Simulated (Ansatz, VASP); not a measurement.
One calculation of LaAl3N2, two programs

File INCAR:

```
PREC = Accurate
ENCUT = 600
EDIFF = 1E-6
ISMEAR = 0
SIGMA = 0.1
LREAL = F
LASPH = T
NELM = 80
ALGO = Normal
ISIF = 3
LWAVE = F
LCHARG = F
GGA = PE
IBRION = 2
NSW = 100
EDIFFG = -0.01
```

Contents of KPOINTS:

```
Automatic mesh
0
Gamma
  12 12 12
```

The input POSCAR:

```
LaAl3N2
1.0
    2.4506778072      1.4148994917      4.4310759595
   -2.4506778072      1.4148994917      4.4310759595
    0.0000000000     -2.8297989833      4.4310759595
La Al N
1 3 2
Direct
    0.0000000000      0.0000000000      0.0000000000
    0.5000000000      0.5000000000      0.5000000000
    0.7727015513      0.7727015513      0.7727015513
    0.2272984487      0.2272984487      0.2272984487
    0.6356749851      0.6356749851      0.6356749851
    0.3643250149      0.3643250149      0.3643250149
```

Input for Ansatz:

```yaml
crystal:
  lattice:
    - [2.4506778072, 1.4148994917, 4.4310759595]
    - [-2.4506778072, 1.4148994917, 4.4310759595]
    - [0.0, -2.8297989833, 4.4310759595]
  atoms:
    - { symbol: La, position: [0.0, 0.0, 0.0] }
    - { symbol: Al, position: [0.5, 0.5, 0.5] }
    - { symbol: Al, position: [0.7727015513, 0.7727015513, 0.7727015513] }
    - { symbol: Al, position: [0.2272984487, 0.2272984487, 0.2272984487] }
    - { symbol: "N", position: [0.6356749851, 0.6356749851, 0.6356749851] }
    - { symbol: "N", position: [0.3643250149, 0.3643250149, 0.3643250149] }
basis:
  ecutwfc: 420
kpoints:
  mp_grid: { grid: [12, 12, 12] }
hamiltonian:
  xc: pbe
scf:
  occupations: { method: gaussian, width: 0.1 }
output:
  forces: true
  stress: true
  eigenvalues: true
  write_density: true
  write_potential: true
  elf: true
  volumetric_format: npy
relax:
  adjacent_minimum: "off"
  f_tol: 0.01
  max_steps: 80
  cell: { stress_tol: 0.05 }
```

Alike in both runs: task relaxation of cell and atoms; functional PBE; k mesh 12 × 12 × 12; occupations gaussian, width 0.1 eV; no spin polarisation.

|  | VASP | Ansatz |
| --- | --- | --- |
| version | VASP 6.6.1 | Ansatz 0.2.0 |
| potentials or method | VASP PAW PBE potentials, release 64 (La, Al, N), cutoff 600 eV | scalar-relativistic, plane waves, PAW |
| valence electrons in the cell | 30 | 30 |

VASP gave:

| Item | Value |
| --- | --- |
| gap on the k mesh at the Fermi level, each at its own relaxed structure (eV) | none |
| relaxed volume (Å³/atom) | 15.40 |
| relaxed length of the cell vector where the two differ most in proportion (Å) | 5.257 |

Problem. Which values does Ansatz return?

Solution. gap on the k mesh at the Fermi level, each at its own relaxed structure (eV): none; relaxed volume (Å³/atom): 15.43; relaxed length of the cell vector where the two differ most in proportion (Å): 5.259.

A gap of «none» marks a metal or a gap that the smearing closes.

Spin-orbit coupling is off throughout.
